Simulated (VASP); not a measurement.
A run of VASP 6.6.1 is set up as follows.

The input INCAR:

```
PREC     = Accurate       # precision mode
ENCUT    = 520            # plane-wave cutoff, eV
EDIFF    = 1E-6           # SCF threshold, eV
ISMEAR   = 0              # smearing method
SIGMA    = 0.05           # smearing width, eV
LREAL    = Auto         
LASPH    = True           # aspherical terms in the spheres
NELM     = 100            # most SCF steps
ALGO     = Normal         # electronic algorithm
ISIF     = 2              # what is computed and relaxed
LWAVE    = False          # write WAVECAR
LCHARG   = False          # write CHGCAR
LDIPOL   = True         
IDIPOL   = 3            
DIPOL    = 0.5 0.5 0.354
GGA      = CA             # functional
NBANDS   = 194            # bands
LUSENCCL = False
```

The input KPOINTS:

```
Automatic mesh
0
Gamma
  3 3 1
```

Contents of POSCAR:

```
Sn3H
1.0
    9.1557438523      0.0000000000      0.0000000000
    0.0000000000      9.1557438523      0.0000000000
    0.0000000000      0.0000000000     21.9587471797
Sn H
24 8
Direct
    0.5000000000      0.2500000000      0.2284345474
    0.5000000000      0.7500000000      0.2284345474
    0.0000000000      0.2500000000      0.2284345474
    0.0000000000      0.7500000000      0.2284345474
    0.5000000000      0.5000000000      0.3021419465
    0.5000000000      0.0000000000      0.3021419465
    0.0000000000      0.5000000000      0.3021419465
    0.0000000000      0.0000000000      0.3021419465
    0.7500000000      0.5000000000      0.3758493455
    0.7500000000      0.0000000000      0.3758493455
    0.2500000000      0.5000000000      0.3758493455
    0.2500000000      0.0000000000      0.3758493455
    0.7500000000      0.7500000000      0.4509101245
    0.7500000000      0.2500000000      0.4509101245
    0.2500000000      0.7500000000      0.4480854997
    0.2500000000      0.2500000000      0.4480854997
    0.0009516428      0.7500000000      0.5239623377
    0.0009516428      0.2500000000      0.5239623377
    0.4990483572      0.7500000000      0.5239623377
    0.4990483572      0.2500000000      0.5239623377
    0.0935202497      0.0000000000      0.5850831187
    0.0935202497      0.5000000000      0.5850831187
    0.4064797503      0.0000000000      0.5850831187
    0.4064797503      0.5000000000      0.5850831187
    0.3452930074      0.2500000000      0.1833836842
    0.6538349375      0.2500000000      0.1826399267
    0.6538349375      0.7500000000      0.1826399267
    0.3452930074      0.7500000000      0.1833836842
   -0.1538349375      0.2500000000      0.1826399267
    0.1547069926      0.2500000000      0.1833836842
    0.1547069926      0.7500000000      0.1833836842
   -0.1538349375      0.7500000000      0.1826399267
```

Potentials or basis: VASP PAW LDA potentials, release 64 (Sn_d, H).

The run is started by

```bash
$ cat potpaw_LDA.64/Sn_d/POTCAR potpaw_LDA.64/H/POTCAR > POTCAR
$ mpirun -np 1 vasp_std > vasp.out
```

Task: What does it give for the largest force?

Result: 0.216 eV/Å.

Task: What does it give for the band gap on the k mesh?

Result: Zero (bands 172 and 173 overlap by 0.21 eV).

Forces in eV/Å, atoms in the order of the input:
```
Sn   0.093  0.000  0.189
Sn   0.093  0.000  0.189
Sn  -0.093  0.000  0.189
Sn  -0.093  0.000  0.189
Sn  -0.068  0.000 -0.143
Sn  -0.068  0.000 -0.143
Sn   0.068  0.000 -0.143
Sn   0.068  0.000 -0.143
Sn   0.000  0.000  0.088
Sn   0.000  0.000  0.088
Sn   0.000  0.000 -0.216
Sn   0.000  0.000 -0.216
Sn   0.000  0.000  0.011
Sn   0.000  0.000  0.011
Sn   0.000  0.000 -0.009
Sn   0.000  0.000 -0.009
Sn   0.002  0.000  0.007
Sn   0.002  0.000  0.007
Sn  -0.002  0.000  0.007
Sn  -0.002  0.000  0.007
Sn   0.022  0.000 -0.002
Sn   0.022  0.000 -0.002
Sn  -0.022  0.000 -0.002
Sn  -0.022  0.000 -0.002
H    0.000  0.000  0.008
H   -0.007  0.000  0.004
H   -0.007  0.000  0.004
H    0.000  0.000  0.008
H    0.007  0.000  0.004
H    0.000  0.000  0.008
H    0.000  0.000  0.008
H    0.007  0.000  0.004
```

Caveat: spin-orbit coupling is left out, which moves the levels of the heavy elements.
